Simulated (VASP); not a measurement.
Set up this calculation in VASP 6.6.1, as the native input.

- Task: single point
- Functional: PBE
- Potentials or basis: VASP PAW PBE potentials, release 64 (Si, C)
- Cutoff: 520 eV
- k mesh: 12 × 12 × 12
- Occupations: gaussian, width 0.05 eV
- Spin: no spin polarisation
- Dipole correction: no
- Further INCAR settings: ALGO = Normal; EDIFF = 1e-06; NBANDS = 11

The structure of SiC lies in POSCAR:

```
SiC
1.0
    0.0000000000      2.1774004271      2.1774004271
    2.1774004271      0.0000000000      2.1774004271
    2.1315298581      2.1315298581      0.0458705690
Si C
1 1
Direct
    0.0000000000      0.0000000000      0.0000000000
    0.7500000000      0.7500000000      0.7500000000
```

These files were run (other wordings do the same):

INCAR

```
SYSTEM = SiC
ALGO     = Normal         ! electronic algorithm
EDIFF    = 1E-6           ! SCF threshold, eV
ENCUT    = 520            ! plane-wave cutoff, eV
GGA      = PE             ! functional
ISIF     = 2              ! what is computed and relaxed
ISMEAR   = 0              ! smearing method
LASPH    = .TRUE.         ! aspherical terms in the spheres
LCHARG   = .FALSE.        ! write CHGCAR
LREAL    = .FALSE.        ! projectors in reciprocal space
LWAVE    = .FALSE.        ! write WAVECAR
NBANDS   = 11             ! bands
NELM     = 100            ! most SCF steps
PREC     = Accurate       ! precision mode
SIGMA    = 0.05           ! smearing width, eV
```

KPOINTS

```
k-points
0
G
  12 12 12
  0 0 0
```

Potentials or basis: VASP PAW PBE potentials, release 64 (Si, C).

Launch:

```console
$ cat potpaw_PBE.64/Si/POTCAR potpaw_PBE.64/C/POTCAR > POTCAR
$ mpirun -np 1 vasp_std > vasp.out
```

Results of the run:

```
Pressure               : 11.8 GPa
Largest force          : 0.437 eV/Å
Band gap on the k mesh : 1.19 eV, indirect (least direct gap 4.37 eV)
```

Wall time 46 s on 1 thread of AMD EPYC 7R43 64-Core Processor (Zen 3) (shared host), peak memory 0.13 GiB.
